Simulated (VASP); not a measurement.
A run of VASP 6.6.1:

INCAR

```
SYSTEM = Mo
PREC     = Accurate       ! precision mode
ENCUT    = 520            ! plane-wave cutoff, eV
EDIFF    = 1E-6           ! SCF threshold, eV
ISMEAR   = 0              ! smearing method
SIGMA    = 0.15           ! smearing width, eV
LREAL    = .FALSE.        ! projectors in reciprocal space
LASPH    = .TRUE.         ! aspherical terms in the spheres
NELM     = 80             ! most SCF steps
ALGO     = Fast           ! electronic algorithm
ISIF     = 2              ! what is computed and relaxed
LWAVE    = .FALSE.        ! write WAVECAR
LCHARG   = .FALSE.        ! write CHGCAR
GGA      = PE             ! functional
NBANDS   = 13             ! bands
```

File KPOINTS:

```
regular mesh
0
G
  24 24 24
  0 0 0
```

The input POSCAR:

```
Mo
1.0
   -1.5218737400      1.5218737400      1.6740611140
    1.5218737400     -1.5218737400      1.6740611140
    1.5218737400      1.5218737400     -1.6740611140
Mo
1
Direct
    0.0000000000      0.0000000000      0.0000000000
```

Potentials or basis: VASP PAW PBE potentials, release 64 (Mo_sv).

The run is started by

```console
$ cat potpaw_PBE.64/Mo_sv/POTCAR > POTCAR
$ mpirun -np 1 vasp_std > vasp.out
```

Hardware: 1 thread of AMD EPYC 9R45 96-Core Processor (Zen 5) (shared host).

Task: How long does it take, and how much memory?

Result: Run time: 86 s on 1 thread of AMD EPYC 9R45 96-Core Processor (Zen 5), on a shared host, peak memory 0.26 GiB. Counts: scf iterations 12, k points 1063.
